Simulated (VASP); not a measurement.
# LiF (Pm-3m) in VASP: notebook, part 2 of 2

VASP 6.6.1. Earlier steps stand in the parts before.

## 3. Single point, PBE (7.88 Å³/atom)

This run uses another cell than the first one, of 7.88 Å³/atom.

The input, INCAR:

```
PREC = Accurate
ENCUT = 520
EDIFF = 1E-6
ISMEAR = 0
SIGMA = 0.01
LREAL = False
LASPH = True
NELM = 80
ALGO = Normal
ISIF = 2
LWAVE = False
LCHARG = False
GGA = PE
NBANDS = 12
```

The input, KPOINTS:

```
regular mesh
0
Gamma
  8 8 8
```

The input, POSCAR:

```
LiF
1.0
    2.5076892984      0.0000000000      0.0000000000
    0.0000000000      2.5076892984      0.0000000000
    0.0000000000      0.0000000000      2.5076892984
Li F
1 1
Direct
    0.0000000000      0.0000000000      0.0000000000
    0.5000000000      0.5000000000      0.5000000000
```

Potentials or basis: VASP PAW PBE potentials, release 64 (Li_sv, F).

Command:

```console
$ cat potpaw_PBE.64/Li_sv/POTCAR potpaw_PBE.64/F/POTCAR > POTCAR
$ mpirun -np 1 vasp_std > vasp.out
```

OUTCAR:

```text
PREC = Accurate
   ENCUT = 520
   EDIFF = 1E-6
   ISMEAR = 0
   LREAL = False
   LASPH = True
   NELM = 80
   ISIF = 2
   GGA = PE

 ion  position               nearest neighbor table
   1  0.000  0.000  0.000-   2 2.17   2 2.17   2 2.17   2 2.17   2 2.17   2 2.17   2 2.17   2 2.17

   2  0.500  0.500  0.500-   1 2.17   1 2.17   1 2.17   1 2.17   1 2.17   1 2.17   1 2.17   1 2.17

  LATTYP: Found a simple cubic cell.
 ALAT       =     2.5076892984

  Lattice vectors:

 A1 = (   2.5076892984,   0.0000000000,   0.0000000000)
 A2 = (   0.0000000000,   2.5076892984,   0.0000000000)
 A3 = (   0.0000000000,   0.0000000000,   2.5076892984)

Analysis of symmetry for initial positions (statically):
=====================================================================
 Subroutine PRICEL returns:
 Original cell was already a primitive cell.

 Routine SETGRP: Setting up the symmetry group for a
 simple cubic supercell.

 Subroutine GETGRP returns: Found 48 space group operations
 (whereof 48 operations were pure point group operations)
 out of a pool of 48 trial point group operations.

The static configuration has the point symmetry O_h .

Analysis of symmetry for dynamics (positions and initial velocities):
=====================================================================
 Subroutine PRICEL returns:
 Original cell was already a primitive cell.

 Routine SETGRP: Setting up the symmetry group for a
 simple cubic supercell.

 Subroutine GETGRP returns: Found 48 space group operations
 (whereof 48 operations were pure point group operations)
 out of a pool of 48 trial point group operations.

The dynamic configuration has the point symmetry O_h .

 Subroutine INISYM returns: Found 48 space group operations
 (whereof 48 operations are pure point group operations),
 and found     1 'primitive' translations

----------------------------------------------------------------------------------------

                                     Primitive cell

  volume of cell :      15.7696

  direct lattice vectors                    reciprocal lattice vectors
     2.507689298  0.000000000  0.000000000     0.398773485  0.000000000  0.000000000
     0.000000000  2.507689298  0.000000000     0.000000000  0.398773485  0.000000000
     0.000000000  0.000000000  2.507689298     0.000000000  0.000000000  0.398773485

  length of vectors
     2.507689298  2.507689298  2.507689298     0.398773485  0.398773485  0.398773485

  position of ions in fractional coordinates (direct lattice)
     0.000000000  0.000000000  0.000000000
     0.500000000  0.500000000  0.500000000

  ion indices of the primitive-cell ions
   primitive index   ion index
                 1           1
                 2           2

----------------------------------------------------------------------------------------

 KPOINTS: regular mesh

Automatic generation of k-mesh.
 Grid dimensions read from file:
 generate k-points for:    8    8    8

 Generating k-lattice:

  Cartesian coordinates                     Fractional coordinates (reciprocal lattice)
[... 40 lines left out ...]
  0.500000  0.375000  0.125000     24.000000
 [... further k-points ...]
   k-points           NKPTS =     35   k-points in BZ     NKDIM =     35   number of bands    NBANDS=     12
   number of dos      NEDOS =    301   number of ions     NIONS =      2
   total plane-waves  NPLWV =   8000
   dimension x,y,z NGX =    20 NGY =   20 NGZ =   20
   dimension x,y,z NGXF=    40 NGYF=   40 NGZF=   40
   ions per type =               1   1
   NGX,Y,Z   is equivalent  to a cutoff of  13.26, 13.26, 13.26 a.u.
   NGXF,Y,Z  is equivalent  to a cutoff of  26.52, 26.52, 26.52 a.u.
 SYSTEM =  unknown system
   PREC   = accura    normal or accurate (medium, high low for compatibility)
   ISTART =      0    job   : 0-new  1-cont  2-samecut
   ICHARG =      2    charge: 1-file 2-atom 10-const
   ISPIN  =      1    spin polarized calculation?
   LNONCOLLINEAR =      F non collinear calculations
   LSORBIT =      F    spin-orbit coupling
   LASPH  =      T    aspherical Exc in radial PAW
   ENCUT  =  520.0 eV  38.22 Ry    6.18 a.u.   4.66  4.66  4.66*2*pi/ulx,y,z
   NELM   =     80;   NELMIN=  2; NELMDL= -5     # of ELM steps
   EDIFF  = 0.1E-05   stopping-criterion for ELM
   LREAL  =      F    real-space projection
   EDIFFG = 0.1E-04   stopping-criterion for IOM
   NSW    =      0    number of steps for IOM
   IBRION =     -1    ionic relax: 0-MD 1-quasi-New 2-CG
   NFREE  =      0    steps in history (QN), initial steepest desc. (CG)
   ISIF   =      2    stress and relaxation
   ISYM   =      2    0-nonsym 1-usesym 2-fastsym
   POTIM  = 0.5000    time-step for ionic-motion
   TEBEG  =    0.0;   TEEND  =   0.0 temperature during run
   PSTRESS=    0.0 pullay stress
   NELECT =      10.0000    total number of electrons
   NUPDOWN=      -1.0000    fix difference up-down
   EMIN   =  10.00;   EMAX   =-10.00  energy-range for DOS
   EFERMI =   0.00;   METHOD = LEGACY
   ISMEAR =     0;   SIGMA  =   0.01  broadening in eV -4-tet -1-fermi 0-gaus
   EFERMI_NEDOS =   21; number of points for ismear=-14 and -15
   IALGO  =     38    algorithm
   IMIX   =      4    mixing-type and parameters
     AMIX     =   0.40;   BMIX     =  1.00
     AMIX_MAG =   1.60;   BMIX_MAG =  1.00
  volume/ion in A,a.u.               =       7.88        53.21
  Fermi-wavevector in a.u.,A,eV,Ry     =   1.406483  2.657867 26.914963  1.978194
  Thomas-Fermi vector in A             =   2.528839
   LORBIT       =      0    0 simple, 1 ext, 2 COOP (PROOUT), +10 PAW based schemes
   GGA     = PE    functional components
   LHFCALC =     F    Hartree Fock is set to
   AEXX    =    0.0000 exact exchange contribution
   IVDW    =     0    specifies the selected vdW correction
   LEPSILON=     F    determine dielectric tensor
   LRPA    =     F    only Hartree local field effects (RPA)
 non-spin polarized calculation
 Gauss-broadening in eV      SIGMA  =   0.01
  energy-cutoff  :      520.00
  volume of cell :       15.77
 maximum number of plane-waves:       441
 NGX is ok and might be reduce to    20
   NGX =  9   NGY =  9   NGZ =  9

 number of electron      10.0000021 magnetization

 Free energy of the ion-electron system (eV)
  ---------------------------------------------------
  ext. energy  EPLUGINS =         0.00000000
  ---------------------------------------------------
  free energy    TOTEN  =        -9.03449750 eV

  energy without entropy =       -9.03449750  energy(sigma->0) =       -9.03449750

 E-fermi :   0.7543     XC(G=0): -10.2314

 val. band max:        0.5236123811   @ k =   0.5000   0.5000   0.0000
 cond. band min:       8.5609938782   @ k =   0.0000   0.0000   0.0000
 fundamental gap:      8.0373814971
 Fermi energy:         0.7542797247

 k-point     1 :       0.0000    0.0000    0.0000
  band No.  band energies     occupation
      1     -42.2707      2.00000
      2     -20.5354      2.00000
      3      -0.2091      2.00000
      4      -0.2091      2.00000
      5      -0.2091      2.00000
      6       8.5610      0.00000
      7      19.7341      0.00000
      8      19.7341      0.00000
      9      22.1472      0.00000
     10      22.1472      0.00000
     11      22.1472      0.00000
     12      40.0081      0.00000
[... 331 lines left out ...]
 k-point    24 :       0.5000    0.3750    0.1250
  band No.  band energies     occupation
      1     -42.1641      2.00000
      2     -19.4409      2.00000
      3      -2.9436      2.00000
      4      -2.4746      2.00000
      5       0.0619      2.00000
      6      13.6360      0.00000
      7      14.0627      0.00000
      8      14.7200      0.00000
      9      22.2245      0.00000
     10      24.4503      0.00000
     11      28.5233      0.00000
     12      30.1609      0.00000

 [... further k-points ...]

------------------------ aborting loop because EDIFF is reached ----------------------------------------

  FORCE on cell =-STRESS in cart. coord.  units (eV):
  Direction    XX          YY          ZZ          XY          YZ          ZX
  --------------------------------------------------------------------------------------
  -------------------------------------------------------------------------------------
  Total        0.4265707      0.4265707      0.4265707      0.0000000      0.0000000     -0.0000000
  in kB       43.3391498     43.3391498     43.3391498      0.0000000      0.0000000     -0.0000000
  external PRESSURE =      43.3391498 kB  Pullay stress =       0.0000000 kB

 VOLUME and BASIS-vectors are now :
 -----------------------------------------------------------------------------
  energy-cutoff  :      520.00
  volume of cell :       15.77
      direct lattice vectors                 reciprocal lattice vectors
     2.507689298  0.000000000  0.000000000     0.398773485  0.000000000  0.000000000
     0.000000000  2.507689298  0.000000000     0.000000000  0.398773485  0.000000000
     0.000000000  0.000000000  2.507689298     0.000000000  0.000000000  0.398773485

 POSITION                                       TOTAL-FORCE (eV/Angst)
 -----------------------------------------------------------------------------------
      0.00000      0.00000      0.00000         0.000000      0.000000      0.000000
      1.25384      1.25384      1.25384         0.000000      0.000000      0.000000
 -----------------------------------------------------------------------------------
    total drift:                                0.000000      0.000000      0.000000

  FREE ENERGIE OF THE ION-ELECTRON SYSTEM (eV)
  ---------------------------------------------------
  free  energy   TOTEN  =        -9.0344975005 eV

  energy  without entropy=       -9.0344975005  energy(sigma->0) =       -9.03449750
```

OSZICAR:

```text
N       E                     dE             d eps       ncg     rms          rms(c)
DAV:   1     0.282185012310E+02    0.28219E+02   -0.54393E+03   896   0.854E+02
DAV:   2    -0.870031629078E+01   -0.36919E+02   -0.36232E+02  1064   0.184E+02
DAV:   3    -0.957203980164E+01   -0.87172E+00   -0.86986E+00  1036   0.240E+01
DAV:   4    -0.957768409154E+01   -0.56443E-02   -0.56440E-02   944   0.215E+00
DAV:   5    -0.957774458437E+01   -0.60493E-04   -0.60493E-04  1048   0.163E-01    0.448E+00
DAV:   6    -0.904638382098E+01    0.53136E+00   -0.24011E+00   856   0.953E+00    0.136E+00
DAV:   7    -0.903758362785E+01    0.88002E-02   -0.18703E-02  1132   0.119E+00    0.834E-01
DAV:   8    -0.903440163766E+01    0.31820E-02   -0.13541E-02  1104   0.123E+00    0.106E-01
DAV:   9    -0.903443312291E+01   -0.31485E-04   -0.56425E-04  1004   0.219E-01    0.459E-02
DAV:  10    -0.903449748435E+01   -0.64361E-04   -0.99673E-05   928   0.829E-02    0.589E-03
DAV:  11    -0.903449750049E+01   -0.16132E-07   -0.13752E-06  1060   0.102E-02
   1 F= -.90344975E+01 E0= -.90344975E+01  d E =0.000000E+00
```

It took 5 s on 1 thread of Intel Xeon Platinum 8559C (Emerald Rapids), shared host; peak memory 0.12 GiB.

What came out:

```yaml
Free_energy: -9.0345 eV
Band_gap_on_the_k_mesh: 8.04 eV (least direct gap 8.77 eV)
```

Caveat: the cutoff is under 1.25 times the usual one of these potentials, so pressure, stress and relaxed cells hold a basis-set (Pulay) error. A k mesh can miss the band edges.

## 4. Single point, PBE (8.14 Å³/atom)

This run uses another cell than the first one, of 8.14 Å³/atom.

The input, INCAR:

```
ALGO = Normal
EDIFF = 1E-6
ENCUT = 520
GGA = PE
ISIF = 2
ISMEAR = 0
LASPH = True
LCHARG = False
LREAL = False
LWAVE = False
NBANDS = 12
NELM = 80
PREC = Accurate
SIGMA = 0.01
```

The input, KPOINTS:

```
k-points
0
Gamma
  8 8 8
```

The input, POSCAR:

```
LiF
1.0
    2.5340879678      0.0000000000      0.0000000000
    0.0000000000      2.5340879678      0.0000000000
    0.0000000000      0.0000000000      2.5340879678
Li F
1 1
Direct
    0.0000000000      0.0000000000      0.0000000000
    0.5000000000      0.5000000000      0.5000000000
```

Command:

```console
$ cat potpaw_PBE.64/Li_sv/POTCAR potpaw_PBE.64/F/POTCAR > POTCAR
$ mpirun -np 1 vasp_std > vasp.out
```

Wall time 4 s (1 thread of Intel Xeon Platinum 8559C (Emerald Rapids), shared host); peak memory 0.12 GiB.

Results (log left out):

```yaml
Free_energy: -9.0453 eV
Band_gap_on_the_k_mesh: 7.76 eV (least direct gap 8.46 eV)
```

Levels at points of the mesh, in eV from the valence-band top:
| k point | band 1 | band 2 | band 3 | band 4 | band 5 | band 6 | band 7 | band 8 | band 9 | band 10 |
| --- | --- | --- | --- | --- | --- | --- | --- | --- | --- | --- |
| (0.00, 0.00, 0.00) | -42.82 | -20.92 | -0.70 | -0.70 | -0.70 | 7.76 | 19.02 | 19.02 | 21.25 | 21.25 |
| (0.50, 0.00, 0.00) | -42.77 | -20.43 | -3.80 | -0.29 | -0.29 | 9.27 | 14.34 | 20.56 | 20.56 | 24.38 |
| (0.50, 0.50, 0.00) | -42.73 | -19.87 | -3.38 | -3.38 | 0.00 | 13.55 | 13.88 | 13.88 | 19.70 | 24.25 |
| (0.50, 0.50, 0.50) | -42.69 | -19.41 | -2.34 | -2.34 | -2.34 | 11.20 | 11.20 | 11.20 | 24.57 | 24.57 |

Caveat: the cutoff is under 1.25 times the usual one of these potentials, so pressure, stress and relaxed cells hold a basis-set (Pulay) error. A k mesh can miss the band edges.

## 5. Single point, PBE (8.64 Å³/atom)

This run uses another cell than the first one, of 8.64 Å³/atom.

The input, INCAR:

```
SYSTEM = LiF
ALGO = Normal
EDIFF = 1E-6
ENCUT = 520
GGA = PE
ISIF = 2
ISMEAR = 0
LASPH = .TRUE.
LCHARG = .FALSE.
LREAL = .FALSE.
LWAVE = .FALSE.
NBANDS = 12
NELM = 100
PREC = Accurate
SIGMA = 0.01
```

The input, KPOINTS:

```
k-points
0
G
  8 8 8
  0 0 0
```

The input, POSCAR:

```
LiF
1.0
    2.5852954606      0.0000000000      0.0000000000
    0.0000000000      2.5852954606      0.0000000000
    0.0000000000      0.0000000000      2.5852954606
Li F
1 1
Direct
    0.0000000000      0.0000000000      0.0000000000
    0.5000000000      0.5000000000      0.5000000000
```

Command:

```console
$ cat potpaw_PBE.64/Li_sv/POTCAR potpaw_PBE.64/F/POTCAR > POTCAR
$ mpirun -np 1 vasp_std > vasp.out
```

It took 5.2 s on 1 thread of Intel Xeon Platinum 8559C (Emerald Rapids), shared host; peak memory 0.11 GiB.

The run converged. Its results:

```yaml
Free_energy: -9.0456 eV
Band_gap_on_the_k_mesh: 7.27 eV (least direct gap 7.91 eV)
```

Levels at points of the mesh, in eV from the valence-band top:
```
           k point  band 3  band 4  band 5  band 6  band 7  band 8
(0.00, 0.00, 0.00)   -0.64   -0.64   -0.64    7.27   18.65   18.65
(0.50, 0.00, 0.00)   -3.53   -0.26   -0.26    8.97   13.67   20.00
(0.50, 0.50, 0.00)   -3.10   -3.10    0.00   13.16   13.41   13.41
(0.50, 0.50, 0.50)   -2.15   -2.15   -2.15   11.04   11.04   11.04
```

Caveat: the cutoff is under 1.25 times the usual one of these potentials, so pressure, stress and relaxed cells hold a basis-set (Pulay) error. A k mesh can miss the band edges.

## 6. The runs side by side

```tsv
cell	gap on the mesh (eV)
a = 2.560 Å, 2 atoms	7.51
a = 2.508 Å, 2 atoms	8.04
a = 2.534 Å, 2 atoms	7.76
a = 2.585 Å, 2 atoms	7.27
```

Alike in all rows: task single point; level PBE; potentials or basis VASP PAW PBE potentials, release 64 (Li_sv, F); no spin polarisation; k mesh 8 × 8 × 8; cutoff (eV) 520; smearing gaussian 0.01 eV.

Caveats: the cutoff is under 1.25 times the usual one of these potentials, so pressure, stress and relaxed cells hold a basis-set (Pulay) error.

Total energies depend on the potentials used, so only differences within one code and one set of settings carry meaning.
